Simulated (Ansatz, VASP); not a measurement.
Cl in VASP and in Ansatz

The input INCAR:

```
PREC     = Accurate       # precision mode
ENCUT    = 600            # plane-wave cutoff, eV
EDIFF    = 1E-6           # SCF threshold, eV
ISMEAR   = 0              # smearing method
SIGMA    = 0.02           # smearing width, eV
LREAL    = F              # projectors in reciprocal space
LASPH    = T              # aspherical terms in the spheres
NELM     = 80             # most SCF steps
ALGO     = Normal         # electronic algorithm
ISIF     = 3              # what is computed and relaxed
LWAVE    = F              # write WAVECAR
LCHARG   = F              # write CHGCAR
GGA      = PE             # functional
IBRION   = 2              # ionic algorithm
NSW      = 100            # ionic steps
EDIFFG   = -0.01          # ionic threshold
```

Contents of KPOINTS:

```
Automatic mesh
0
Gamma
  8 8 4
```

The input POSCAR:

```
Cl
1.0
    3.1200000000     -2.2400000000      0.0000000000
    3.1200000000      2.2400000000      0.0000000000
    0.0000000000      0.0000000000      8.2600000000
Cl
4
Direct
    0.1300000000      0.8700000000      0.1000000000
    0.6300000000      0.3700000000      0.4000000000
    0.8700000000      0.1300000000      0.9000000000
    0.3700000000      0.6300000000      0.6000000000
```

Input for Ansatz:

```yaml
crystal:
  lattice:
    - [3.12, -2.24, 0.0]
    - [3.12, 2.24, 0.0]
    - [0.0, 0.0, 8.26]
  atoms:
    - { symbol: Cl, position: [0.13, 0.87, 0.1] }
    - { symbol: Cl, position: [0.63, 0.37, 0.4] }
    - { symbol: Cl, position: [0.87, 0.13, 0.9] }
    - { symbol: Cl, position: [0.37, 0.63, 0.6] }
basis:
  ecutwfc: 420
kpoints:
  mp_grid: { grid: [8, 8, 4] }
hamiltonian:
  xc: pbe
scf:
  occupations: { method: gaussian, width: 0.02 }
output:
  forces: true
  stress: true
  eigenvalues: true
relax:
  adjacent_minimum: "off"
  f_tol: 0.01
  max_steps: 80
  cell: { stress_tol: 0.05 }
```

Alike in both runs: task relaxation of cell and atoms; functional PBE; k mesh 8 × 8 × 4; occupations gaussian, width 0.02 eV; no spin polarisation.

```csv
,VASP,Ansatz
version,VASP 6.6.1,Ansatz 0.2.0
potentials or method,"VASP PAW PBE potentials, release 64 (Cl), cutoff 600 eV","scalar-relativistic, plane waves, PAW"
valence electrons in the cell,28,28
```

VASP gave:

```
gap on the k mesh at the Fermi level, each at its own relaxed structure (eV) : 2.47
relaxed volume (Å³/atom)                                                     : 34.30
relaxed length of the cell vector where the two differ most in proportion (Å)              : 4.363
```

Estimate Ansatz's values.

gap on the k mesh at the Fermi level, each at its own relaxed structure (eV): 2.30; relaxed volume (Å³/atom): 35.38; relaxed length of the cell vector where the two differ most in proportion (Å): 4.498.

Noted on VASP's run: the volume moved by over 15 % at a fixed basis, so the end points are rough.
